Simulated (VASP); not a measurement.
# Pt in VASP: single point with PBE

Aim: the single point of Pt with PBE.

Program: VASP 6.6.1. These are calculated values, not measurements. Logs are shortened: lines on timing, memory, paths and dates and some standing lists are left out, and cuts for length are marked.

## 1. The cell of the first run

The cell holds a slab with vacuum, 1 atom: a = 5.112 Å, b = 3.615 Å, c = 28.370 Å, α = 90.00°, β = 90.00°, γ = 90.00°.

## 2. Single point, PBE, collinear spin

The input, INCAR:

```
SYSTEM = Pt
ALGO     = Normal         ! electronic algorithm
DIPOL    = 0.5 0.5 0.624
EDIFF    = 1E-6           ! SCF threshold, eV
ENCUT    = 400            ! plane-wave cutoff, eV
GGA      = PE             ! functional
GGA_COMPAT= .FALSE.      
IDIPOL   = 3            
ISIF     = 2              ! what is computed and relaxed
ISMEAR   = 0              ! smearing method
ISPIN    = 2              ! spin polarisation
LASPH    = .TRUE.         ! aspherical terms in the spheres
LCHARG   = .TRUE.         ! write CHGCAR
LDIPOL   = .TRUE.       
LELF     = .TRUE.         ! ELF
LMAXMIX  = 4              ! l up to which the mixer works
LORBIT   = 11             ! projections on sites
LREAL    = .FALSE.        ! projectors in reciprocal space
LVACPOTAV= .TRUE.       
LVHAR    = .TRUE.       
LWAVE    = .FALSE.        ! write WAVECAR
MAGMOM   = 2              ! initial moments
NBANDS   = 15             ! bands
NELM     = 200            ! most SCF steps
NELMDL   = -8           
PREC     = Accurate       ! precision mode
SIGMA    = 0.1            ! smearing width, eV
```

The input, KPOINTS:

```
k-points
0
G
  5 7 1
  0 0 0
```

The input, POSCAR:

```
Pt
1.0
    5.1123820200      0.0000000000      0.0000000000
    0.0000000000      3.6150000000      0.0000000000
    0.0000000000      0.0000000000     28.3704773096
Pt
1
Direct
    0.0000000000      0.5000000000      0.6235326715
```

Potentials or basis: VASP PAW PBE potentials, release 64 (Pt).

On the command line:

```console
> cat potpaw_PBE.64/Pt/POTCAR > POTCAR
> mpirun -np 1 vasp_std > vasp.out
```

OUTCAR:

```text
SYSTEM = Pt
   EDIFF = 1E-6
   ENCUT = 400
   GGA = PE
   ISIF = 2
   ISMEAR = 0
   ISPIN = 2
   LASPH = .TRUE.
   LORBIT = 11
   LREAL = .FALSE.
   NELM = 200
   NELMDL = -8
   PREC = Accurate

 ion  position               nearest neighbor table
   1  0.000  0.500  0.624-

  LATTYP: Found a simple orthorhombic cell.
 ALAT       =     3.6150000000
 B/A-ratio  =     1.4142135602
 C/A-ratio  =     7.8479881908

  Lattice vectors:

 A1 = (   0.0000000000,  -3.6150000000,   0.0000000000)
 A2 = (   5.1123820200,   0.0000000000,   0.0000000000)
 A3 = (   0.0000000000,   0.0000000000,  28.3704773096)

Analysis of symmetry for initial positions (statically):
=====================================================================
 Subroutine PRICEL returns:
 Original cell was already a primitive cell.

 Routine SETGRP: Setting up the symmetry group for a
 simple orthorhombic supercell.

 Subroutine GETGRP returns: Found  8 space group operations
 (whereof  4 operations were pure point group operations)
 out of a pool of  8 trial point group operations.

The static configuration has the point symmetry C_2v.
 The point group associated with its full space group is D_2h.

Analysis of symmetry for dynamics (positions and initial velocities):
=====================================================================
 Subroutine PRICEL returns:
 Original cell was already a primitive cell.

 Routine SETGRP: Setting up the symmetry group for a
 simple orthorhombic supercell.

 Subroutine GETGRP returns: Found  8 space group operations
 (whereof  4 operations were pure point group operations)
 out of a pool of  8 trial point group operations.

The dynamic configuration has the point symmetry C_2v.
 The point group associated with its full space group is D_2h.

Analysis of structural, dynamic, and magnetic symmetry:
=====================================================================
 Subroutine PRICEL returns:
 Original cell was already a primitive cell.

 Routine SETGRP: Setting up the symmetry group for a
 simple orthorhombic supercell.

 Subroutine GETGRP returns: Found  8 space group operations
 (whereof  4 operations were pure point group operations)
 out of a pool of  8 trial point group operations.

The overall configuration has the point symmetry C_2v.
 The point group associated with its full space group is D_2h.

 Subroutine INISYM returns: Found  8 space group operations
 (whereof  4 operations are pure point group operations),
 and found     1 'primitive' translations

----------------------------------------------------------------------------------------

                                     Primitive cell

  volume of cell :     524.3222

  direct lattice vectors                    reciprocal lattice vectors
     5.112382020  0.000000000  0.000000000     0.195603536  0.000000000  0.000000000
     0.000000000  3.615000000  0.000000000     0.000000000  0.276625173  0.000000000
     0.000000000  0.000000000 28.370477310     0.000000000  0.000000000  0.035247909

  length of vectors
     5.112382020  3.615000000 28.370477310     0.195603536  0.276625173  0.035247909

  position of ions in fractional coordinates (direct lattice)
     0.000000000  0.500000000  0.623532672

  ion indices of the primitive-cell ions
   primitive index   ion index
                 1           1

----------------------------------------------------------------------------------------

 KPOINTS: k-points

Automatic generation of k-mesh.
 Grid dimensions read from file:
 generate k-points for:    5    7    1

 Generating k-lattice:

  Cartesian coordinates                     Fractional coordinates (reciprocal lattice)
     0.039120707  0.000000000  0.000000000     0.200000000  0.000000000  0.000000000
     0.000000000  0.039517882  0.000000000     0.000000000  0.142857143  0.000000000
     0.000000000  0.000000000  0.035247909     0.000000000  0.000000000  1.000000000

  Length of vectors
     0.039120707  0.039517882  0.035247909

  Shift w.r.t. Gamma in fractional coordinates (k-lattice)
     0.000000000  0.000000000  0.000000000

 Subroutine IBZKPT returns following result:
 ===========================================

 Found     12 irreducible k-points:

 Following reciprocal coordinates:
            Coordinates               Weight
  0.000000  0.000000  0.000000      1.000000
  0.200000  0.000000  0.000000      2.000000
  0.400000  0.000000  0.000000      2.000000
  0.000000  0.142857  0.000000      2.000000
  0.200000  0.142857  0.000000      4.000000
  0.400000  0.142857  0.000000      4.000000
  0.000000  0.285714  0.000000      2.000000
  0.200000  0.285714  0.000000      4.000000
  0.400000  0.285714  0.000000      4.000000
  0.000000  0.428571  0.000000      2.000000
  0.200000  0.428571  0.000000      4.000000
  0.400000  0.428571  0.000000      4.000000
   k-points           NKPTS =     12   k-points in BZ     NKDIM =     12   number of bands    NBANDS=     15
   number of dos      NEDOS =    301   number of ions     NIONS =      1
   total plane-waves  NPLWV = 165888
   dimension x,y,z NGX =    36 NGY =   24 NGZ =  192
   dimension x,y,z NGXF=    72 NGYF=   48 NGZF=  384
   ions per type =               1
   NGX,Y,Z   is equivalent  to a cutoff of  11.71, 11.04, 11.25 a.u.
   NGXF,Y,Z  is equivalent  to a cutoff of  23.41, 22.07, 22.50 a.u.
 SYSTEM =  Pt
   PREC   = accura    normal or accurate (medium, high low for compatibility)
   ISTART =      0    job   : 0-new  1-cont  2-samecut
   ICHARG =      2    charge: 1-file 2-atom 10-const
   ISPIN  =      2    spin polarized calculation?
   LNONCOLLINEAR =      F non collinear calculations
   LSORBIT =      F    spin-orbit coupling
   LASPH  =      T    aspherical Exc in radial PAW
   ENCUT  =  400.0 eV  29.40 Ry    5.42 a.u.   8.34  5.90 46.27*2*pi/ulx,y,z
   NELM   =    200;   NELMIN=  2; NELMDL= -8     # of ELM steps
   EDIFF  = 0.1E-05   stopping-criterion for ELM
   LREAL  =      F    real-space projection
   EDIFFG = 0.1E-04   stopping-criterion for IOM
   NSW    =      0    number of steps for IOM
   IBRION =     -1    ionic relax: 0-MD 1-quasi-New 2-CG
   NFREE  =      0    steps in history (QN), initial steepest desc. (CG)
   ISIF   =      2    stress and relaxation
   ISYM   =      2    0-nonsym 1-usesym 2-fastsym
   POTIM  = 0.5000    time-step for ionic-motion
   TEBEG  =    0.0;   TEEND  =   0.0 temperature during run
   PSTRESS=    0.0 pullay stress
   NELECT =      10.0000    total number of electrons
   NUPDOWN=      -1.0000    fix difference up-down
   EMIN   =  10.00;   EMAX   =-10.00  energy-range for DOS
   EFERMI =   0.00;   METHOD = LEGACY
   ISMEAR =     0;   SIGMA  =   0.10  broadening in eV -4-tet -1-fermi 0-gaus
   EFERMI_NEDOS =   21; number of points for ismear=-14 and -15
   IALGO  =     38    algorithm
   IMIX   =      4    mixing-type and parameters
     AMIX     =   0.40;   BMIX     =  1.00
     AMIX_MAG =   1.60;   BMIX_MAG =  1.00
  volume/ion in A,a.u.               =     524.32      3538.30
  Fermi-wavevector in a.u.,A,eV,Ry     =   0.437397  0.826560  2.603009  0.191316
  Thomas-Fermi vector in A             =   1.410235
   LORBIT       =     11    0 simple, 1 ext, 2 COOP (PROOUT), +10 PAW based schemes
   GGA     = PE    functional components
   LHFCALC =     F    Hartree Fock is set to
   AEXX    =    0.0000 exact exchange contribution
   IVDW    =     0    specifies the selected vdW correction
   LEPSILON=     F    determine dielectric tensor
   LRPA    =     F    only Hartree local field effects (RPA)
 spin polarized calculation
 Gauss-broadening in eV      SIGMA  =   0.10
  energy-cutoff  :      400.00
  volume of cell :      524.32
 maximum number of plane-waves:      9582
 NGX is ok and might be reduce to    36
   NGX = 17   NGY = 11   NGZ = 93

 dipolmoment           0.000000      0.000000      0.000001 electrons x Angstroem

 number of electron      10.0000000 magnetization       1.3455846

 dipolmoment           0.000000      0.000000     -0.000001 electrons x Angstroem

 Free energy of the ion-electron system (eV)
  ---------------------------------------------------
  ext. energy  EPLUGINS =         0.00000000
  ---------------------------------------------------
  free energy    TOTEN  =        -1.28151841 eV

  energy without entropy =       -1.22643154  energy(sigma->0) =       -1.25397498

 E-fermi :  -5.2832     XC(G=0):  -1.0501

 val. band max:       -5.2892909214   @ k =   0.0000   0.1429   0.0000
 cond. band min:      -5.2745475116   @ k =   0.4000   0.0000   0.0000
 fundamental gap:      0.0147434098
 Fermi energy:        -5.2832344152

 spin component 1

 k-point     1 :       0.0000    0.0000    0.0000
  band No.  band energies     occupation
      1      -7.0122      1.00000
      2      -6.3008      1.00000
      3      -6.2625      1.00000
      4      -6.2223      1.00000
      5      -5.7696      1.00000
      6      -5.7652      1.00000
      7      -1.6090      0.00000
      8       0.2614      0.00000
      9       0.5752      0.00000
     10       0.5819      0.00000
     11       0.6105      0.00000
     12       1.3172      0.00000
     13       1.3330      0.00000
     14       2.4449      0.00000
     15       2.4966      0.00000
[... 181 lines left out ...]
 k-point    12 :       0.4000    0.4286    0.0000
  band No.  band energies     occupation
      1      -6.2650      1.00000
      2      -6.2370      1.00000
      3      -6.2028      1.00000
      4      -6.1839      1.00000
      5      -5.9830      1.00000
      6      -4.0427      0.00000
      7      -0.8548      0.00000
      8       0.1792      0.00000
      9       0.9860      0.00000
     10       3.1469      0.00000
     11       3.2524      0.00000
     12       3.4346      0.00000
     13       3.6454      0.00000
     14       3.7954      0.00000
     15       4.0074      0.00000
 Fermi energy:        -5.2832344152

 spin component 2

 k-point     1 :       0.0000    0.0000    0.0000
  band No.  band energies     occupation
      1      -6.6228      1.00000
      2      -5.5172      0.99953
      3      -5.3645      0.87484
      4      -5.3327      0.75811
      5      -5.3262      0.72818
      6      -5.2610      0.37651
      7      -1.2237      0.00000
      8       0.3745      0.00000
      9       0.6660      0.00000
     10       0.6784      0.00000
     11       1.0556      0.00000
     12       1.4030      0.00000
     13       1.4455      0.00000
     14       2.5678      0.00000
     15       2.6165      0.00000
[... 181 lines left out ...]
 k-point    12 :       0.4000    0.4286    0.0000
  band No.  band energies     occupation
      1      -5.8109      1.00000
      2      -5.7860      1.00000
      3      -5.3222      0.70910
      4      -5.2988      0.58731
      5      -5.1190      0.01010
      6      -3.5440      0.00000
      7      -0.5968      0.00000
      8       0.6582      0.00000
      9       1.5638      0.00000
     10       3.3128      0.00000
     11       3.4330      0.00000
     12       3.5460      0.00000
     13       3.7681      0.00000
     14       3.8778      0.00000
     15       4.2053      0.00000

------------------------ aborting loop because EDIFF is reached ----------------------------------------

 vacuum level on the upper side and lower side of the slab       (xc-potential included)        -0.123        -0.123

  FORCE on cell =-STRESS in cart. coord.  units (eV):
  Direction    XX          YY          ZZ          XY          YZ          ZX
  --------------------------------------------------------------------------------------
  -------------------------------------------------------------------------------------
  Total       -0.3195777     -3.8559763     -0.0159664      0.0000000      0.0000000      0.0000000
  in kB       -0.9765373    -11.7827507     -0.0487886      0.0000000      0.0000000      0.0000000
  external PRESSURE =      -4.2693589 kB  Pullay stress =       0.0000000 kB

 VOLUME and BASIS-vectors are now :
 -----------------------------------------------------------------------------
  energy-cutoff  :      400.00
  volume of cell :      524.32
      direct lattice vectors                 reciprocal lattice vectors
     5.112382020  0.000000000  0.000000000     0.195603536  0.000000000  0.000000000
     0.000000000  3.615000000  0.000000000     0.000000000  0.276625173  0.000000000
     0.000000000  0.000000000 28.370477310     0.000000000  0.000000000  0.035247909

 POSITION                                       TOTAL-FORCE (eV/Angst)
 -----------------------------------------------------------------------------------
      0.00000      1.80750     17.68992         0.000000      0.000000      0.000000
 -----------------------------------------------------------------------------------
    total drift:                                0.000000      0.000000     -0.000008

  FREE ENERGIE OF THE ION-ELECTRON SYSTEM (eV)
  ---------------------------------------------------
  free  energy   TOTEN  =        -1.2815184108 eV

  energy  without entropy=       -1.2264315397  energy(sigma->0) =       -1.25397498

 vacuum level on the upper side and lower side of the slab         0.468         0.468

 total charge

# of ion       s       p       d       tot
------------------------------------------
    1        0.478   0.016   8.116   8.609

 magnetization (x)

# of ion       s       p       d       tot
------------------------------------------
    1        0.219   0.003   0.864   1.086
```

It took 5.2 min on 1 thread of Oxide Virtual Turin-like, shared host; peak memory 0.53 GiB.

Results:

```yaml
Free_energy: -1.2815 eV
Net_moment: 1.35 μB per cell
Site_moments: Pt +1.09 μB
Valence_electrons_inside_the_program's_atomic_spheres: Pt 8.61
Work_function_of_the_upper_face: 5.75 eV
Work_function_of_the_lower_face: 5.75 eV
```

Caveat: spin-orbit coupling is left out, which moves the levels of the heavy elements.
